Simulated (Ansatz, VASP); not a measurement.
# Ti: VASP beside Ansatz

File INCAR:

```
SYSTEM = Ti
PREC     = Accurate       ! precision mode
ENCUT    = 520            ! plane-wave cutoff, eV
EDIFF    = 1E-6           ! SCF threshold, eV
ISMEAR   = 0              ! smearing method
SIGMA    = 0.1            ! smearing width, eV
LREAL    = .FALSE.        ! projectors in reciprocal space
LASPH    = .TRUE.         ! aspherical terms in the spheres
NELM     = 80             ! most SCF steps
ALGO     = Fast           ! electronic algorithm
ISIF     = 2              ! what is computed and relaxed
LWAVE    = .FALSE.        ! write WAVECAR
LCHARG   = .FALSE.        ! write CHGCAR
GGA      = PS             ! functional
NBANDS   = 25             ! bands
```

KPOINTS

```
regular mesh
0
G
  9 9 12
  0 0 0
```

The input POSCAR:

```
Ti
1.0
    4.5152900626      0.0000000000      0.0000000000
   -2.2576450313      3.9103558997      0.0000000000
    0.0000000000      0.0000000000      2.7987936497
Ti
3
Direct
    0.0000000000      0.0000000000      0.0000000000
    0.3333333333      0.6666666667      0.5000000000
    0.6666666667      0.3333333333      0.5000000000
```

Input for Ansatz:

```yaml
crystal:
  lattice:
    - [4.5152900626, 0.0, 0.0]
    - [-2.2576450313, 3.9103558997, 0.0]
    - [0.0, 0.0, 2.7987936497]
  atoms:
    - { symbol: Ti, position: [0.0, 0.0, 0.0] }
    - { symbol: Ti, position: [0.3333333333, 0.6666666667, 0.5] }
    - { symbol: Ti, position: [0.6666666667, 0.3333333333, 0.5] }
basis:
  ecutwfc: 420
kpoints:
  mp_grid: { grid: [9, 9, 12] }
hamiltonian:
  xc: pbesol
scf:
  occupations: { method: gaussian, width: 0.1 }
output:
  forces: true
  stress: true
  eigenvalues: true
```

Alike in both runs: task single point; functional PBEsol; k mesh 9 × 9 × 12; occupations gaussian, width 0.1 eV; no spin polarisation.

```csv
,VASP,Ansatz
version,VASP 6.6.1,Ansatz 0.2.0
potentials or method,"VASP PAW PBE potentials, release 64 (Ti_sv), cutoff 520 eV","scalar-relativistic, plane waves, PAW"
valence electrons in the cell,36,36
```

Ansatz gave:

```
gap on the k mesh at the Fermi level (eV) : none
pressure (GPa)                            : 0.0
```

Task: Which values does VASP return?

Result: gap on the k mesh at the Fermi level (eV): none; pressure (GPa): -0.4.

VASP's potentials were made for PBE, not for PBEsol. A gap of «none» marks a metal or a gap that the smearing closes.
